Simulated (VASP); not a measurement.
# HfH2 (I4/mmm) in VASP: further runs, part 2 of 2

VASP 6.6.1.

### Step 4. Single point, r2SCAN

This run uses another cell than the first one, of 8.68 Å³/atom, 1.397 times its volume.

POSCAR reads:

```
HfH2
1.0
   -1.7356525558      1.7356525558      2.1600964357
    1.7356525558     -1.7356525558      2.1600964357
    1.7356525558      1.7356525558     -2.1600964357
Hf H
1 2
Direct
    0.0000000000      0.0000000000      0.0000000000
    0.7500000000      0.2500000000      0.5000000000
    0.2500000000      0.7500000000      0.5000000000
```

INCAR.step1 reads:

```
SYSTEM = HfH2
PREC     = Accurate       ! precision mode
ENCUT    = 520            ! plane-wave cutoff, eV
ISMEAR   = 0              ! smearing method
SIGMA    = 0.1            ! smearing width, eV
LREAL    = .FALSE.        ! projectors in reciprocal space
LASPH    = .TRUE.         ! aspherical terms in the spheres
NELM     = 60             ! most SCF steps
NBANDS   = 13             ! bands
GGA      = PE             ! functional
ALGO     = Normal         ! electronic algorithm
EDIFF    = 1E-4           ! SCF threshold, eV
LWAVE    = .TRUE.         ! write WAVECAR
LCHARG   = .FALSE.        ! write CHGCAR
```

INCAR.step2 reads:

```
SYSTEM = HfH2
PREC     = Accurate       ! precision mode
ENCUT    = 520            ! plane-wave cutoff, eV
EDIFF    = 1E-6           ! SCF threshold, eV
ISMEAR   = 0              ! smearing method
SIGMA    = 0.1            ! smearing width, eV
LREAL    = .FALSE.        ! projectors in reciprocal space
LASPH    = .TRUE.         ! aspherical terms in the spheres
NELM     = 60             ! most SCF steps
ALGO     = Normal         ! electronic algorithm
ISIF     = 2              ! what is computed and relaxed
LWAVE    = .FALSE.        ! write WAVECAR
LCHARG   = .FALSE.        ! write CHGCAR
METAGGA  = R2SCAN         ! meta-GGA
LMIXTAU  = .TRUE.       
NBANDS   = 13             ! bands
ISTART   = 1
```

KPOINTS reads:

```
regular mesh
0
G
  16 16 16
  0 0 0
```

Potentials or basis: VASP PAW PBE potentials, release 64 (Hf_pv, H).

On the command line:

```
> cat potpaw_PBE.64/Hf_pv/POTCAR potpaw_PBE.64/H/POTCAR > POTCAR
> cp INCAR.step1 INCAR
> mpirun -np 1 vasp_std > vasp.out
> cp INCAR.step2 INCAR
> mpirun -np 1 vasp_std > vasp.out
```

OUTCAR:

```text
SYSTEM = HfH2
   PREC = Accurate
   ENCUT = 520
   EDIFF = 1E-6
   ISMEAR = 0
   LREAL = .FALSE.
   LASPH = .TRUE.
   NELM = 60
   ISIF = 2
   METAGGA = R2SCAN
   ISTART = 1

 ion  position               nearest neighbor table
   1  0.000  0.000  0.000-   2 2.04   3 2.04   2 2.04   3 2.04   2 2.04   3 2.04   2 2.04   3 2.04

   2  0.750  0.250  0.500-   1 2.04   1 2.04   1 2.04   1 2.04
   3  0.250  0.750  0.500-   1 2.04   1 2.04   1 2.04   1 2.04

  LATTYP: Found a body centered tetragonal cell.
 ALAT       =     3.4713051116
 C/A-ratio  =     1.2445442658

  Lattice vectors:

 A1 = (  -1.7356525558,   1.7356525558,   2.1600964357)
 A2 = (   1.7356525558,  -1.7356525558,   2.1600964357)
 A3 = (   1.7356525558,   1.7356525558,  -2.1600964357)

Analysis of symmetry for initial positions (statically):
=====================================================================
 Subroutine PRICEL returns:
 Original cell was already a primitive cell.

 Routine SETGRP: Setting up the symmetry group for a
 body centered tetragonal supercell.

 Subroutine GETGRP returns: Found 16 space group operations
 (whereof 16 operations were pure point group operations)
 out of a pool of 16 trial point group operations.

The static configuration has the point symmetry D_4h.

Analysis of symmetry for dynamics (positions and initial velocities):
=====================================================================
 Subroutine PRICEL returns:
 Original cell was already a primitive cell.

 Routine SETGRP: Setting up the symmetry group for a
 body centered tetragonal supercell.

 Subroutine GETGRP returns: Found 16 space group operations
 (whereof 16 operations were pure point group operations)
 out of a pool of 16 trial point group operations.

The dynamic configuration has the point symmetry D_4h.

 Subroutine INISYM returns: Found 16 space group operations
 (whereof 16 operations are pure point group operations),
 and found     1 'primitive' translations

----------------------------------------------------------------------------------------

[... 120 lines left out ...]
   LHFCALC =     F    Hartree Fock is set to
   AEXX    =    0.0000 exact exchange contribution
   IVDW    =     0    specifies the selected vdW correction
   LEPSILON=     F    determine dielectric tensor
   LRPA    =     F    only Hartree local field effects (RPA)
 non-spin polarized calculation
 Gauss-broadening in eV      SIGMA  =   0.10
  energy-cutoff  :      520.00
  volume of cell :       26.03
 maximum number of plane-waves:       732
   NGX = 13   NGY = 13   NGZ = 13

 number of electron      12.0000000 magnetization

 Free energy of the ion-electron system (eV)
  ---------------------------------------------------
  ext. energy  EPLUGINS =         0.00000000
  ---------------------------------------------------
  free energy    TOTEN  =       -53.68804509 eV

  energy without entropy =      -53.68588761  energy(sigma->0) =      -53.68696635

 E-fermi :   5.5741     XC(G=0): -12.2654

 val. band max:        5.5503519583   @ k =  -0.1250  -0.1250   0.0625
 cond. band min:       5.5770885808   @ k =  -0.1875  -0.1875   0.1250
 fundamental gap:      0.0267366225
 Fermi energy:         5.5741006316

 k-point     1 :       0.0000    0.0000    0.0000
  band No.  band energies     occupation
      1     -26.7283      2.00000
      2     -26.7283      2.00000
      3     -26.6726      2.00000
      4      -6.4965      2.00000
      5       3.7818      2.00000
      6       5.0549      2.00000
      7       5.0550      2.00000
      8       6.0953      0.00000
      9       7.4539      0.00000
     10       8.9731      0.00000
     11      16.7977      0.00000
     12      17.3483      0.00000
     13      17.9356      0.00000
[... 354 lines left out ...]
  band No.  band energies     occupation
      1     -26.7529      2.00000
      2     -26.7321      2.00000
      3     -26.6812      2.00000
      4      -6.3569      2.00000
      5       2.9032      2.00000
      6       5.1740      2.00000
      7       6.0895      0.00000
      8       6.1563      0.00000
      9       7.3074      0.00000
     10       8.8549      0.00000
     11      16.5270      0.00000
     12      16.7978      0.00000
     13      18.0760      0.00000

 [... further k-points ...]
[... 5 lines left out ...]
  --------------------------------------------------------------------------------------
  -------------------------------------------------------------------------------------
  Total       -0.3420713     -0.3420713     -0.3192349      0.0000000      0.0000000      0.0000000
  in kB      -21.0556450    -21.0556450    -19.6499869      0.0000000      0.0000000      0.0000000
  external PRESSURE =     -20.5870923 kB  Pullay stress =       0.0000000 kB

 VOLUME and BASIS-vectors are now :
 -----------------------------------------------------------------------------
  energy-cutoff  :      520.00
  volume of cell :       26.03
      direct lattice vectors                 reciprocal lattice vectors
    -1.735652556  1.735652556  2.160096436     0.000000000  0.288076089  0.231471147
     1.735652556 -1.735652556  2.160096436     0.288076089  0.000000000  0.231471147
     1.735652556  1.735652556 -2.160096436     0.288076089  0.288076089  0.000000000

 POSITION                                       TOTAL-FORCE (eV/Angst)
 -----------------------------------------------------------------------------------
      0.00000      0.00000      0.00000         0.000000     -0.000000      0.000000
     -0.00000      1.73565      1.08005        -0.000000      0.000000      0.000000
      1.73565     -0.00000      1.08005        -0.000000      0.000000     -0.000000
 -----------------------------------------------------------------------------------
    total drift:                                0.000000      0.000000      0.000000

  FREE ENERGIE OF THE ION-ELECTRON SYSTEM (eV)
  ---------------------------------------------------
  free  energy   TOTEN  =       -53.6880450914 eV

  energy  without entropy=      -53.6858876103  energy(sigma->0) =      -53.68696635
```

It took 8.7 min on 1 thread of Oxide Virtual Turin-like, shared host; peak memory 0.21 GiB.

Results:

```yaml
Free_energy: -53.6880 eV
Pressure: -2.1 GPa
Band_gap_on_the_k_mesh: zero (band 6 reaches 6.24 eV, above the bottom of band 7 at 5.05 eV)
```

Caveat: the PAW data sets were made with another functional, which shifts forces and pressure a little; spin-orbit coupling is left out, which moves the levels of the heavy elements.

### Step 5. Summary

| cell | k mesh | gap on the mesh (eV) | pressure (GPa) |
| --- | --- | --- | --- |
| a = 2.900 Å, angles 112.4, 112.4, 103.8°, 3 atoms | 18 × 18 × 18 | none | 89.4 |
| a = 3.254 Å, angles 115.8, 115.8, 97.5°, 3 atoms | 16 × 16 × 16 | none | -0.1 |
| a = 3.270 Å, angles 115.9, 115.9, 97.3°, 3 atoms | 16 × 16 × 16 | none | -2.1 |

Alike in all rows: task single point; level r2SCAN; potentials or basis VASP PAW PBE potentials, release 64 (Hf_pv, H); no spin polarisation; cutoff (eV) 520; smearing gaussian 0.1 eV.

Caveats: the PAW data sets were made with another functional, which shifts forces and pressure a little; spin-orbit coupling is left out, which moves the levels of the heavy elements.

Absolute energies hang on the potentials; compare differences alone.
